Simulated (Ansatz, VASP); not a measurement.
# Si5P in VASP and in Ansatz

Contents of INCAR:

```
PREC = Accurate ; ENCUT = 520
EDIFF = 1E-7 ; ISMEAR = 0
SIGMA = 0.1 ; LREAL = False
LASPH = True ; NELM = 60
ALGO = Normal ; ISIF = 2
LWAVE = False ; LCHARG = False
GGA = PE ; NBANDS = 22
```

KPOINTS

```
Automatic mesh
0
Gamma
  4 4 4
```

The input POSCAR:

```
Si5P
1.0
    2.7788198900     -3.2639785000      0.0000000000
    2.7788198900      3.2639785000      0.0000000000
    0.0000000000      0.0000000000      5.5237721800
Si P
5 1
Direct
    0.0000000000      0.5000000000      0.5000000000
    0.5000000000      0.0000000000      0.5000000000
    0.0000000000      0.5000000000      0.0000000000
    0.5000000000      0.0000000000      0.0000000000
    0.5000000000      0.5000000000      0.5000000000
    0.5000000000      0.5000000000      0.0000000000
```

Input for Ansatz:

```yaml
crystal:
  lattice:
    - [2.77881989, -3.2639785, 0.0]
    - [2.77881989, 3.2639785, 0.0]
    - [0.0, 0.0, 5.52377218]
  atoms:
    - { symbol: Si, position: [0.0, 0.5, 0.5] }
    - { symbol: Si, position: [0.5, 0.0, 0.5] }
    - { symbol: Si, position: [0.0, 0.5, 0.0] }
    - { symbol: Si, position: [0.5, 0.0, 0.0] }
    - { symbol: Si, position: [0.5, 0.5, 0.5] }
    - { symbol: P, position: [0.5, 0.5, 0.0] }
basis:
  ecutwfc: 420
kpoints:
  mp_grid: { grid: [4, 4, 4] }
hamiltonian:
  xc: pbe
scf:
  occupations: { method: gaussian, width: 0.1 }
  lower_state_search: "off"
output:
  forces: true
  stress: true
  eigenvalues: true
```

Alike in both runs: task single point; functional PBE; k mesh 4 × 4 × 4; occupations gaussian, width 0.1 eV; no spin polarisation.

|  | VASP | Ansatz |
| --- | --- | --- |
| version | VASP 6.6.1 | Ansatz 0.2.0 |
| potentials or method | VASP PAW PBE potentials, release 64 (Si, P), cutoff 520 eV | scalar-relativistic, plane waves, PAW |
| valence electrons in the cell | 25 | 25 |

Ansatz gave:

```
gap on the k mesh at the Fermi level (eV)                     : none
pressure (GPa)                                                : 18.8
traceless stress, the component that is largest in VASP (GPa) : -38.14
```

Which values does VASP return?

gap on the k mesh at the Fermi level (eV): none; pressure (GPa): 18.6; traceless stress, the component that is largest in VASP (GPa): -38.06.

A gap of «none» marks a metal or a gap that the smearing closes. The functional is the same, so the differences come from potentials, cutoffs and numerics.

The k mesh is coarse, so the values compare programs but aren't converged.
